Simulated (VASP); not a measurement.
Set up this calculation in VASP 6.6.1, as the native input.

```yaml
Task: single point
Functional: BLYP
Potentials_or_basis: VASP PAW PBE potentials, release 64 (Ta_pv)
Cutoff: 500 eV
k_mesh: 13 × 13 × 7
Occupations: fermi-dirac, width 0.1 eV
Spin: no spin polarisation
Dipole_correction: no
Further_INCAR_settings: ALGO = Normal; EDIFF = 1e-06; NBANDS = 18
```

The structure of Ta lies in POSCAR:

```
Ta
1.0
    2.9003700000      0.0000000000      0.0000000000
   -1.4501850000      2.5117941004      0.0000000000
    0.0000000000      0.0000000000      5.1662700000
Ta
2
Direct
    0.6666666667      0.3333333333      0.7500000000
    0.3333333333      0.6666666667      0.2500000000
```

This isn't the form of Ta at room conditions, which is bcc.

These files were run (other wordings do the same):

INCAR

```
AGGAC = 1.0
AGGAX = 1.0
ALDAC = 0.0
ALDAX = 1.0
ALGO = Normal
EDIFF = 1E-6
ENCUT = 500
GGA = B5
GGA_COMPAT = F
ISIF = 2
ISMEAR = -1
LASPH = T
LCHARG = F
LREAL = F
LWAVE = F
NBANDS = 18
NELM = 120
PREC = Accurate
SIGMA = 0.1
```

KPOINTS

```
k-points
0
Gamma
  13 13 7
```

Potentials or basis: VASP PAW PBE potentials, release 64 (Ta_pv).

Launch:

```sh
$ cat potpaw_PBE.64/Ta_pv/POTCAR > POTCAR
$ mpirun -np 1 vasp_std > vasp.out
```

Results of the run:

```yaml
Pressure: 6.2 GPa
Band_gap_on_the_k_mesh: zero (bands 11 and 12 overlap by 1.72 eV)
```

Caveat: the cell stands under pressure; the PAW data sets were made with another functional, which shifts forces and pressure a little; spin-orbit coupling is left out, which moves the levels of the heavy elements.

Wall time 25 s on 1 thread of Intel(R) Xeon(R) 6975P-C (Granite Rapids) (shared host), peak memory 0.18 GiB.
